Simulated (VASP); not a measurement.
# MnO2 (R-3m) in VASP: relaxation of cell and atoms with PBEsol+U

Aim: the relaxation of cell and atoms of MnO2 with PBEsol+U.

All numbers are computed with VASP 6.6.1; they aren't measurements. Logs are shortened: lines on timing, memory, paths and dates and some standing lists are left out, and cuts for length are marked.

### 1 The cell of the first run

The structure is trigonal, space group R-3m (No. 166). Conventional cell: a = 2.857 Å, b = 2.857 Å, c = 13.752 Å, α = 90.00°, β = 90.00°, γ = 120.00°. Mn (site symmetry -3m) has 6 O at 1.90 Å within 2.5 Å. Within 2.6 Å of O (site symmetry 3m) lie 3 Mn at 1.90 Å and 3 O at 2.51 Å.

### 2 Relaxation of cell and atoms, PBEsol+U, collinear spin, ferromagnetic start

INCAR reads:

```
PREC     = Accurate       # precision mode
ENCUT    = 600            # plane-wave cutoff, eV
EDIFF    = 1E-6           # SCF threshold, eV
ISMEAR   = -1             # smearing method
SIGMA    = 0.05           # smearing width, eV
LREAL    = F              # projectors in reciprocal space
LASPH    = T              # aspherical terms in the spheres
NELM     = 150            # most SCF steps
ALGO     = Normal         # electronic algorithm
ISIF     = 3              # what is computed and relaxed
LWAVE    = F              # write WAVECAR
LCHARG   = F              # write CHGCAR
ISPIN    = 2              # spin polarisation
MAGMOM   = 4 0 0          # initial moments
LORBIT   = 11             # projections on sites
LMAXMIX  = 4              # l up to which the mixer works
LDAU     = T              # DFT+U
LDAUTYPE = 2            
LDAUL    = 2 -1           # shell
LDAUU    = 4 0            # U, eV
LDAUJ    = 0 0          
LDAUPRINT= 1            
GGA      = PS             # functional
IBRION   = 2              # ionic algorithm
NSW      = 60             # ionic steps
EDIFFG   = -0.01          # ionic threshold
```

KPOINTS reads:

```
Automatic mesh
0
Gamma
  11 11 11
```

POSCAR reads:

```
MnO2
1.0
    1.4284348394      0.8247072390      4.5839315268
   -1.4284348394      0.8247072390      4.5839315268
    0.0000000000     -1.6494144781      4.5839315268
Mn O
1 2
Direct
    0.0000000000      0.0000000000      0.0000000000
    0.7356355100      0.7356355100      0.7356355100
    0.2643644900      0.2643644900      0.2643644900
```

Potentials or basis: VASP PAW PBE potentials, release 64 (Mn_pv, O).

Started as:

```bash
$ cat potpaw_PBE.64/Mn_pv/POTCAR potpaw_PBE.64/O/POTCAR > POTCAR
$ mpirun -np 1 vasp_std > vasp.out
```

OUTCAR:

```text
PREC = Accurate
   ENCUT = 600
   EDIFF = 1E-6
   ISMEAR = -1
   LREAL = F
   LASPH = T
   NELM = 150
   ISIF = 3
   ISPIN = 2
   LORBIT = 11
   GGA = PS
   IBRION = 2
   NSW = 60
   EDIFFG = -0.01

 ion  position               nearest neighbor table
   1  0.000  0.000  0.000-   2 1.90   3 1.90   2 1.90   2 1.90   3 1.90   3 1.90
   2  0.736  0.736  0.736-   1 1.90   1 1.90   1 1.90
   3  0.264  0.264  0.264-   1 1.90   1 1.90   1 1.90

  LATTYP: Found a trigonal (rhomboedric) cell.
 ALAT       =     4.8716523237
 COS(alpha) =     0.8280515398

  Lattice vectors:

 A1 = (   1.4284348394,   0.8247072390,   4.5839315268)
 A2 = (  -1.4284348394,   0.8247072390,   4.5839315268)
 A3 = (   0.0000000000,  -1.6494144781,   4.5839315268)

Analysis of symmetry for initial positions (statically):
=====================================================================
 Subroutine PRICEL returns:
 Original cell was already a primitive cell.

 Routine SETGRP: Setting up the symmetry group for a
 trigonal (rhombohedral) supercell.

 Subroutine GETGRP returns: Found 12 space group operations
 (whereof 12 operations were pure point group operations)
 out of a pool of 12 trial point group operations.

The static configuration has the point symmetry D_3d.

Analysis of symmetry for dynamics (positions and initial velocities):
=====================================================================
 Subroutine PRICEL returns:
 Original cell was already a primitive cell.

 Routine SETGRP: Setting up the symmetry group for a
 trigonal (rhombohedral) supercell.

 Subroutine GETGRP returns: Found 12 space group operations
 (whereof 12 operations were pure point group operations)
 out of a pool of 12 trial point group operations.

The dynamic configuration has the point symmetry D_3d.

Analysis of structural, dynamic, and magnetic symmetry:
=====================================================================
 Subroutine PRICEL returns:
 Original cell was already a primitive cell.

 Routine SETGRP: Setting up the symmetry group for a
 trigonal (rhombohedral) supercell.

 Subroutine GETGRP returns: Found 12 space group operations
 (whereof 12 operations were pure point group operations)
 out of a pool of 12 trial point group operations.

The overall configuration has the point symmetry D_3d.

 Subroutine INISYM returns: Found 12 space group operations
 (whereof 12 operations are pure point group operations),
 and found     1 'primitive' translations

----------------------------------------------------------------------------------------

                                     Primitive cell

  volume of cell :      32.4003

  direct lattice vectors                    reciprocal lattice vectors
     1.428434839  0.824707239  4.583931527     0.350033468  0.202091917  0.072717782
    -1.428434839  0.824707239  4.583931527    -0.350033468  0.202091917  0.072717782
     0.000000000 -1.649414478  4.583931527     0.000000000 -0.404183833  0.072717782

  length of vectors
     4.871652324  4.871652324  4.871652324     0.410673163  0.410673163  0.410673163

  position of ions in fractional coordinates (direct lattice)
     0.000000000  0.000000000  0.000000000
     0.735635510  0.735635510  0.735635510
     0.264364490  0.264364490  0.264364490

  ion indices of the primitive-cell ions
   primitive index   ion index
                 1           1
                 2           2
                 3           3

----------------------------------------------------------------------------------------
[... 84 lines left out ...]
   EFERMI =   0.00;   METHOD = LEGACY
   ISMEAR =    -1;   SIGMA  =   0.05  broadening in eV -4-tet -1-fermi 0-gaus
   EFERMI_NEDOS =   21; number of points for ismear=-14 and -15
   IALGO  =     38    algorithm
   IMIX   =      4    mixing-type and parameters
     AMIX     =   0.40;   BMIX     =  1.00
     AMIX_MAG =   1.60;   BMIX_MAG =  1.00
  volume/ion in A,a.u.               =      10.80        72.88
  Fermi-wavevector in a.u.,A,eV,Ry     =   1.501545  2.837508 30.676196  2.254637
  Thomas-Fermi vector in A             =   2.612902
   LORBIT       =     11    0 simple, 1 ext, 2 COOP (PROOUT), +10 PAW based schemes
 LDA+U is selected, type is set to LDAUTYPE =  2
   angular momentum for each species LDAUL =     2   -1
   U (eV)           for each species LDAUU =   4.0  0.0
   J (eV)           for each species LDAUJ =   0.0  0.0
   GGA     = PS    functional components
   LHFCALC =     F    Hartree Fock is set to
   AEXX    =    0.0000 exact exchange contribution
   IVDW    =     0    specifies the selected vdW correction
   LEPSILON=     F    determine dielectric tensor
   LRPA    =     F    only Hartree local field effects (RPA)
 conjugate gradient relaxation of ions
 spin polarized calculation
  energy-cutoff  :      600.00
  volume of cell :       32.40
 maximum number of plane-waves:      1091
   NGX = 19   NGY = 19   NGZ = 19

--------------------------------------- Ionic step        1  -------------------------------------------

 number of electron      24.9999997 magnetization       3.0000161

 Free energy of the ion-electron system (eV)
  ---------------------------------------------------
  ext. energy  EPLUGINS =         0.00000000
  ---------------------------------------------------
  free energy    TOTEN  =       -22.34695334 eV

  energy without entropy =      -22.34695334  energy(sigma->0) =      -22.34695334

------------------------ aborting loop because EDIFF is reached ----------------------------------------

  FORCE on cell =-STRESS in cart. coord.  units (eV):
  Direction    XX          YY          ZZ          XY          YZ          ZX
  --------------------------------------------------------------------------------------
  -------------------------------------------------------------------------------------
  Total        0.9861466      0.9861466      0.4817930      0.0000000     -0.0000000      0.0000000
  in kB       48.7643516     48.7643516     23.8243709      0.0000000     -0.0000000      0.0000000
  external PRESSURE =      40.4510247 kB  Pullay stress =       0.0000000 kB
[... 92 lines left out ...]
  FREE ENERGIE OF THE ION-ELECTRON SYSTEM (eV)
  ---------------------------------------------------
  free  energy   TOTEN  =       -22.3553121117 eV

  energy  without entropy=      -22.3553121101  energy(sigma->0) =      -22.35531211

[... ionic steps 4 to 19 ...]

--------------------------------------- Ionic step       20  -------------------------------------------

 number of electron      25.0000000 magnetization       3.0000000

------------------------ aborting loop because EDIFF is reached ----------------------------------------
[... 63 lines left out ...]
  FREE ENERGIE OF THE ION-ELECTRON SYSTEM (eV)
  ---------------------------------------------------
  free  energy   TOTEN  =       -22.3569645001 eV

  energy  without entropy=      -22.3569644987  energy(sigma->0) =      -22.35696450

atom =   1  type =  1  l = 2

 onsite density matrix

spin component  1

  0.7931 -0.0000  0.0000 -0.1987 -0.0000
 -0.0000  0.7310 -0.0000  0.0000 -0.1987
  0.0000 -0.0000  0.9618  0.0000 -0.0000
 -0.1987  0.0000  0.0000  0.7310  0.0000
 -0.0000 -0.1987 -0.0000  0.0000  0.7931

spin component  2

  0.1925 -0.0000 -0.0000  0.1184 -0.0000
 -0.0000  0.2097 -0.0000 -0.0000  0.1184
 -0.0000 -0.0000  0.0793 -0.0000 -0.0000
  0.1184 -0.0000 -0.0000  0.2097  0.0000
 -0.0000  0.1184 -0.0000  0.0000  0.1925

 occupancies and eigenvectors

  o =  0.0793  v =  0.0000  0.0000  0.0000  0.0000  0.0000  0.0000  0.0000 -1.0000 -0.0000 -0.0000      0.0000  0.0000  0.0000  0.0000  0.0000  0.0000  0.0000  0.0000  0.0000  0.0000
  o =  0.0824  v =  0.0000  0.0000  0.0000  0.0000  0.0000  0.0000 -0.6810 -0.0000  0.0000  0.7322      0.0000  0.0000  0.0000  0.0000  0.0000  0.0000  0.0000  0.0000  0.0000  0.0000
  o =  0.0824  v =  0.0000  0.0000  0.0000  0.0000  0.0000 -0.7322  0.0000 -0.0000  0.6810 -0.0000      0.0000  0.0000  0.0000  0.0000  0.0000  0.0000  0.0000  0.0000  0.0000  0.0000
  o =  0.3198  v =  0.0000  0.0000  0.0000  0.0000  0.0000  0.0000 -0.7322  0.0000 -0.0000 -0.6810      0.0000  0.0000  0.0000  0.0000  0.0000  0.0000  0.0000  0.0000  0.0000  0.0000
  o =  0.3198  v =  0.0000  0.0000  0.0000  0.0000  0.0000  0.6810  0.0000 -0.0000  0.7322 -0.0000      0.0000  0.0000  0.0000  0.0000  0.0000  0.0000  0.0000  0.0000  0.0000  0.0000
  o =  0.5610  v =  0.0000 -0.7597 -0.0000  0.0000 -0.6503  0.0000  0.0000  0.0000  0.0000  0.0000      0.0000  0.0000  0.0000  0.0000  0.0000  0.0000  0.0000  0.0000  0.0000  0.0000
  o =  0.5610  v =  0.6503  0.0000 -0.0000  0.7597  0.0000  0.0000  0.0000  0.0000  0.0000  0.0000      0.0000  0.0000  0.0000  0.0000  0.0000  0.0000  0.0000  0.0000  0.0000  0.0000
  o =  0.9618  v =  0.0000  0.0000 -1.0000 -0.0000 -0.0000  0.0000  0.0000  0.0000  0.0000  0.0000      0.0000  0.0000  0.0000  0.0000  0.0000  0.0000  0.0000  0.0000  0.0000  0.0000
  o =  0.9632  v =  0.0000  0.6503  0.0000  0.0000 -0.7597  0.0000  0.0000  0.0000  0.0000  0.0000      0.0000  0.0000  0.0000  0.0000  0.0000  0.0000  0.0000  0.0000  0.0000  0.0000
  o =  0.9632  v = -0.7597  0.0000 -0.0000  0.6503  0.0000  0.0000  0.0000  0.0000  0.0000  0.0000      0.0000  0.0000  0.0000  0.0000  0.0000  0.0000  0.0000  0.0000  0.0000  0.0000

--------------------------------------- Ionic step       22  -------------------------------------------

 number of electron      25.0000000 magnetization       3.0000000

 Free energy of the ion-electron system (eV)
  ---------------------------------------------------
  ext. energy  EPLUGINS =         0.00000000
  ---------------------------------------------------
  free energy    TOTEN  =       -22.35696455 eV

  energy without entropy =      -22.35696455  energy(sigma->0) =      -22.35696455

 E-fermi :   3.1800     XC(G=0): -10.8783

 val. band max:        2.2648070108   @ k =  -0.0909   0.0909   0.0909
 cond. band min:       4.0087428550   @ k =   0.4545   0.1818   0.1818
 fundamental gap:      1.7439358442
 Fermi energy:         3.1799988103

 spin component 1

 k-point     1 :       0.0000    0.0000    0.0000
  band No.  band energies     occupation
      1     -47.6384      1.00000
      2     -47.6384      1.00000
      3     -47.6309      1.00000
      4     -16.4249      1.00000
      5     -14.0415      1.00000
      6      -4.0896      1.00000
[... 1033 lines left out ...]
  FREE ENERGIE OF THE ION-ELECTRON SYSTEM (eV)
  ---------------------------------------------------
  free  energy   TOTEN  =       -22.3569645510 eV

  energy  without entropy=      -22.3569645496  energy(sigma->0) =      -22.35696455

 reached required accuracy - stopping structural energy minimisation

 total charge

# of ion       s       p       d       tot
------------------------------------------
    1        0.360   6.471   4.861  11.692
    2        1.574   3.404   0.000   4.978
    3        1.574   3.404   0.000   4.978
--------------------------------------------------
tot          3.508  13.279   4.861  21.648

 magnetization (x)

# of ion       s       p       d       tot
------------------------------------------
    1        0.031   0.043   3.123   3.197
    2        0.002  -0.112   0.000  -0.110
    3        0.002  -0.112   0.000  -0.110
--------------------------------------------------
tot          0.035  -0.182   3.123   2.976
```

It took 2 h on 1 thread of Oxide Virtual Turin-like, shared host; peak memory 0.38 GiB.

What came out:

* Free energy: -22.3570 eV
* Relaxed volume: 11.14 Å³/atom
* Relaxed cell: a = 4.934 Å, b = 4.934 Å, c = 4.934 Å, α = 33.97°, β = 33.97°, γ = 33.97°
* Space group after relaxing (to 0.1 Å): R-3m (No. 166)
* Energy gained by relaxing: 3.3 meV/atom
* Ionic steps: 22
* Pressure after relaxing: 0.1 GPa
* Largest force after relaxing: 0.008 eV/Å
* Band gap on the k mesh: 1.74 eV (least direct gap 1.91 eV)
* Net moment: 3.00 μB per cell
* Site moments: Mn +3.20; O -0.11 μB
* Valence electrons inside the program's atomic spheres: Mn 11.69; O 4.98

Forces in eV/Å, atoms in the order of the input:
```
Mn   0.000  0.000  0.000
O    0.000  0.000 -0.008
O    0.000  0.000  0.008
```

The path:
```csv
step,energy change (eV),largest force (eV/Å),pressure (GPa),volume (Å³)
1,0.0000,0.1922,4.05,32.40
2,0.0043,0.4401,-4.34,33.70
3,-0.0084,0.1034,0.18,32.97
4,-0.0084,0.1086,-0.03,32.98
5,-0.0092,0.0510,0.01,33.06
6,-0.0093,0.0196,-0.04,33.10
7,-0.0093,0.0227,-0.11,33.09
8,-0.0093,0.0372,-0.03,33.07
9,-0.0093,0.0246,-0.03,33.09
10,-0.0093,0.0055,0.23,33.08
11,-0.0093,0.0039,0.34,33.07
12,-0.0094,0.0045,0.26,33.08
13,-0.0095,0.0047,0.42,33.11
14,-0.0096,0.0079,0.44,33.17
15,-0.0098,0.0123,0.48,33.28
16,-0.0099,0.0222,0.12,33.39
17,-0.0100,0.0424,-0.15,33.45
18,-0.0100,0.0373,-0.02,33.44
19,-0.0100,0.0387,-0.12,33.44
20,-0.0100,0.0386,-0.13,33.44
21,-0.0100,0.0111,0.09,33.42
22,-0.0100,0.0082,0.10,33.42
```

Final structure:
```
Mn O
1.0
     1.44112    0.83203    4.64476
    -1.44112    0.83203    4.64476
     0.00000   -1.66406    4.64476
Mn O
1 2
Direct
  0.00000 0.00000 0.00000
  0.73477 0.73477 0.73477
  0.26523 0.26523 0.26523
```

Eigenvalues of the final occupation matrices:
```
    site  spin  trace               eigenvalues
site 1 d     1   4.01  0.56 0.56 0.96 0.96 0.96
site 1 d     2   0.88  0.08 0.08 0.08 0.32 0.32
```

Caveat: the PAW data sets were made with another functional, which shifts forces and pressure a little; a cell with one magnetic atom can't hold antiferromagnetic order, which such compounds often take. A k mesh can miss the band edges.
